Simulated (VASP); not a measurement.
# Bi2Se3 (I4/mmm) in VASP: further runs, part 2 of 2

VASP 6.6.1.

## (4) Single point, PBE

This run uses another cell than the first one, of 31.05 Å³/atom.

The input, INCAR:

```
SYSTEM = Bi2Se3
PREC = Accurate
ENCUT = 520
EDIFF = 1E-6
ISMEAR = 0
SIGMA = 0.1
LREAL = .False.
LASPH = .True.
NELM = 100
ALGO = Normal
ISIF = 2
LWAVE = .False.
LCHARG = .False.
GGA = PE
NBANDS = 32
```

The input, KPOINTS:

```
regular mesh
0
Gamma
  6 6 6
  0 0 0
```

The input, POSCAR:

```
Bi2Se3
1.0
   -2.5938242138      2.5938242138      5.7682195991
    2.5938242138     -2.5938242138      5.7682195991
    2.5938242138      2.5938242138     -5.7682195991
Bi Se
2 3
Direct
    0.7500000000      0.2500000000      0.5000000000
    0.2500000000      0.7500000000      0.5000000000
    0.5000000000      0.0000000000      0.5000000000
    0.0000000000      0.5000000000      0.5000000000
    0.5000000000      0.5000000000      0.0000000000
```

Potentials or basis: VASP PAW PBE potentials, release 64 (Bi_d, Se).

On the command line:

```console
cat potpaw_PBE.64/Bi_d/POTCAR potpaw_PBE.64/Se/POTCAR > POTCAR
mpirun -np 1 vasp_std > vasp.out
```

OUTCAR:

```text
SYSTEM = Bi2Se3
   PREC = Accurate
   ENCUT = 520
   EDIFF = 1E-6
   ISMEAR = 0
   LREAL = .False.
   LASPH = .True.
   NELM = 100
   ISIF = 2
   GGA = PE

 ion  position               nearest neighbor table
   1  0.750  0.250  0.500-   3 2.88   4 2.88   2 3.67   2 3.67   2 3.67   2 3.67
   2  0.250  0.750  0.500-   3 2.88   4 2.88   1 3.67   1 3.67   1 3.67   1 3.67
   3  0.500  0.000  0.500-   5 2.59   5 2.59   1 2.88   2 2.88
   4  0.000  0.500  0.500-   5 2.59   5 2.59   1 2.88   2 2.88
   5  0.500  0.500  0.000-   3 2.59   4 2.59   3 2.59   4 2.59

  LATTYP: Found a body centered tetragonal cell.
 ALAT       =     5.1876484276
 C/A-ratio  =     2.2238282642

  Lattice vectors:

 A1 = (  -2.5938242138,   2.5938242138,   5.7682195991)
 A2 = (   2.5938242138,  -2.5938242138,   5.7682195991)
 A3 = (   2.5938242138,   2.5938242138,  -5.7682195991)

Analysis of symmetry for initial positions (statically):
=====================================================================
 Subroutine PRICEL returns:
 Original cell was already a primitive cell.

 Routine SETGRP: Setting up the symmetry group for a
 body centered tetragonal supercell.

 Subroutine GETGRP returns: Found 16 space group operations
 (whereof 16 operations were pure point group operations)
 out of a pool of 16 trial point group operations.

The static configuration has the point symmetry D_4h.

Analysis of symmetry for dynamics (positions and initial velocities):
=====================================================================
 Subroutine PRICEL returns:
 Original cell was already a primitive cell.

 Routine SETGRP: Setting up the symmetry group for a
 body centered tetragonal supercell.

 Subroutine GETGRP returns: Found 16 space group operations
 (whereof 16 operations were pure point group operations)
[... 126 lines left out ...]
   IMIX   =      4    mixing-type and parameters
     AMIX     =   0.40;   BMIX     =  1.00
     AMIX_MAG =   1.60;   BMIX_MAG =  1.00
  volume/ion in A,a.u.               =      31.05       209.51
  Fermi-wavevector in a.u.,A,eV,Ry     =   1.107034  2.091991 16.674270  1.225524
  Thomas-Fermi vector in A             =   2.243543
   LORBIT       =      0    0 simple, 1 ext, 2 COOP (PROOUT), +10 PAW based schemes
   GGA     = PE    functional components
   LHFCALC =     F    Hartree Fock is set to
   AEXX    =    0.0000 exact exchange contribution
   IVDW    =     0    specifies the selected vdW correction
   LEPSILON=     F    determine dielectric tensor
   LRPA    =     F    only Hartree local field effects (RPA)
 non-spin polarized calculation
 Gauss-broadening in eV      SIGMA  =   0.10
  energy-cutoff  :      520.00
  volume of cell :      155.23
 maximum number of plane-waves:      4226
 NGX is ok and might be reduce to    54
   NGX = 25   NGY = 25   NGZ = 25

 number of electron      47.9999999 magnetization

 Free energy of the ion-electron system (eV)
  ---------------------------------------------------
  ext. energy  EPLUGINS =         0.00000000
  ---------------------------------------------------
  free energy    TOTEN  =       -17.46435421 eV

  energy without entropy =      -17.44697966  energy(sigma->0) =      -17.45566693

 E-fermi :   4.0011     XC(G=0):  -9.0877

 val. band max:        3.9641992498   @ k =  -0.3333   0.1667  -0.0000
 cond. band min:       4.0175335186   @ k =   0.5000   0.3333   0.0000
 fundamental gap:      0.0533342689
 Fermi energy:         4.0010983370

 k-point     1 :       0.0000    0.0000    0.0000
  band No.  band energies     occupation
      1     -18.9338      2.00000
      2     -18.8842      2.00000
      3     -18.8766      2.00000
      4     -18.8766      2.00000
      5     -18.8703      2.00000
      6     -18.8537      2.00000
[... 829 lines left out ...]
     31       9.3480      0.00000
     32      10.0037      0.00000

 [... further k-points ...]

------------------------ aborting loop because EDIFF is reached ----------------------------------------

  FORCE on cell =-STRESS in cart. coord.  units (eV):
  Direction    XX          YY          ZZ          XY          YZ          ZX
  --------------------------------------------------------------------------------------
  -------------------------------------------------------------------------------------
  Total        0.0037106      0.0037106     -0.0349030      0.0000000      0.0000000      0.0000000
  in kB        0.0382974      0.0382974     -0.3602387      0.0000000      0.0000000      0.0000000
  external PRESSURE =      -0.0945480 kB  Pullay stress =       0.0000000 kB

 VOLUME and BASIS-vectors are now :
 -----------------------------------------------------------------------------
  energy-cutoff  :      520.00
  volume of cell :      155.23
      direct lattice vectors                 reciprocal lattice vectors
    -2.593824214  2.593824214  5.768219599     0.000000000  0.192765569  0.086681859
     2.593824214 -2.593824214  5.768219599     0.192765569  0.000000000  0.086681859
     2.593824214  2.593824214 -5.768219599     0.192765569  0.192765569  0.000000000

 POSITION                                       TOTAL-FORCE (eV/Angst)
 -----------------------------------------------------------------------------------
     -0.00000      2.59382      2.88411         0.000000      0.000000      0.000000
      2.59382     -0.00000      2.88411         0.000000     -0.000000      0.000000
      0.00000      2.59382      0.00000        -0.000000     -0.000000     -0.000000
      2.59382      0.00000      0.00000        -0.000000     -0.000000     -0.000000
      0.00000      0.00000      5.76822        -0.000000     -0.000000     -0.000000
 -----------------------------------------------------------------------------------
    total drift:                               -0.000000      0.000000      0.000000

  FREE ENERGIE OF THE ION-ELECTRON SYSTEM (eV)
  ---------------------------------------------------
  free  energy   TOTEN  =       -17.4643542070 eV

  energy  without entropy=      -17.4469796585  energy(sigma->0) =      -17.45566693
```

OSZICAR:

```text
N       E                     dE             d eps       ncg     rms          rms(c)
DAV:   1     0.475093646491E+03    0.47509E+03   -0.22829E+04  1928   0.151E+03
DAV:   2     0.367671401357E+02   -0.43833E+03   -0.42068E+03  2024   0.397E+02
DAV:   3    -0.156093577973E+02   -0.52376E+02   -0.49508E+02  2376   0.148E+02
DAV:   4    -0.179495892073E+02   -0.23402E+01   -0.23250E+01  2280   0.340E+01
DAV:   5    -0.180334603560E+02   -0.83871E-01   -0.83850E-01  2624   0.648E+00    0.652E+00
DAV:   6    -0.174528227790E+02    0.58064E+00   -0.84265E-01  2440   0.521E+00    0.376E+00
DAV:   7    -0.174654602570E+02   -0.12637E-01   -0.21264E-01  2472   0.171E+00    0.187E+00
DAV:   8    -0.174749547808E+02   -0.94945E-02   -0.42554E-02  2272   0.139E+00    0.442E-01
DAV:   9    -0.174659202870E+02    0.90345E-02   -0.28033E-02  2288   0.107E+00    0.202E-01
DAV:  10    -0.174643152046E+02    0.16051E-02   -0.31766E-03  2232   0.346E-01    0.753E-02
DAV:  11    -0.174643445807E+02   -0.29376E-04   -0.47657E-04  2624   0.104E-01    0.422E-02
DAV:  12    -0.174643552645E+02   -0.10684E-04   -0.89236E-05  2224   0.514E-02    0.135E-02
DAV:  13    -0.174643547788E+02    0.48567E-06   -0.22593E-05  2032   0.213E-02    0.841E-03
DAV:  14    -0.174643542070E+02    0.57186E-06   -0.28528E-06  1968   0.945E-03
   1 F= -.17464354E+02 E0= -.17455667E+02  d E =-.173745E-01
```

It took 3.5 min on 1 thread of AMD EPYC 9R14 (Zen 4), shared host; peak memory 0.41 GiB.

Results:

```yaml
Free_energy: -17.4644 eV
Pressure: 0.0 GPa
Band_gap_on_the_k_mesh: zero (bands 24 and 25 overlap by 0.37 eV)
```

Caveat: spin-orbit coupling is left out, which moves the levels of the heavy elements.

## (5) Summary

```tsv
cell	k mesh	gap on the mesh (eV)	pressure (GPa)
a = 5.888 Å, angles 118.1, 118.1, 93.4°, 5 atoms	4 × 4 × 4	none	60.1
a = 6.830 Å, angles 134.9, 134.9, 65.7°, 5 atoms	4 × 4 × 4	none	-0.1
a = 6.836 Å, angles 135.4, 135.4, 64.9°, 5 atoms	6 × 6 × 6	none	0.0
```

Alike in all rows: task single point; level PBE; potentials or basis VASP PAW PBE potentials, release 64 (Bi_d, Se); no spin polarisation; cutoff (eV) 520; smearing gaussian 0.1 eV.

Caveats: spin-orbit coupling is left out, which moves the levels of the heavy elements; the cell stands under pressure (at least some runs).

Total energies depend on the potentials used, so only differences within one code and one set of settings carry meaning.
